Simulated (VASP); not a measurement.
Here is a VASP 6.6.1 calculation.

File INCAR:

```
SYSTEM = CoSi
PREC     = Accurate       ! precision mode
ENCUT    = 520            ! plane-wave cutoff, eV
EDIFF    = 1E-6           ! SCF threshold, eV
ISMEAR   = 0              ! smearing method
SIGMA    = 0.15           ! smearing width, eV
LREAL    = .False.        ! projectors in reciprocal space
LASPH    = .True.         ! aspherical terms in the spheres
NELM     = 60             ! most SCF steps
ALGO     = Fast           ! electronic algorithm
ISIF     = 2              ! what is computed and relaxed
LWAVE    = .False.        ! write WAVECAR
LCHARG   = .False.        ! write CHGCAR
GGA      = PS             ! functional
NBANDS   = 36             ! bands
```

The input KPOINTS:

```
Automatic mesh
0
Gamma
  10 10 10
  0 0 0
```

File POSCAR:

```
CoSi
1.0
    4.3858255225      0.0000000000      0.0000000000
    0.0000000000      4.3858255225      0.0000000000
    0.0000000000      0.0000000000      4.3858255225
Co Si
4 4
Direct
    0.1495126362      0.1402463102      0.1363783483
    0.3543553257      0.8543553257      0.6456446743
    0.6456446743      0.3543553257      0.8543553257
    0.8543553257      0.6456446743      0.3543553257
    0.8433288496      0.8433288496      0.8433288496
    0.6566711504      0.1566711504      0.3433288496
    0.3433288496      0.6566711504      0.1566711504
    0.1566711504      0.3433288496      0.6566711504
```

Potentials or basis: VASP PAW PBE potentials, release 64 (Co, Si).

Run with:

```bash
$ cat potpaw_PBE.64/Co/POTCAR potpaw_PBE.64/Si/POTCAR > POTCAR
$ mpirun -np 1 vasp_std > vasp.out
```

(1) Estimate the pressure.

(2) What does it give for the band gap on the k mesh?

(3) Estimate the largest force.

## Answers

(1) 0.4 GPa.

(2) zero (bands 26 and 27 overlap by 0.24 eV).

(3) 0.667 eV/Å.

Caveat: the cell differs from its parent crystal (atom 1 (Co) moved +0.050 Å towards its neighbour atom 2 (Co) at 2.698 Å); the PAW data sets were made with another functional, which shifts forces and pressure a little.
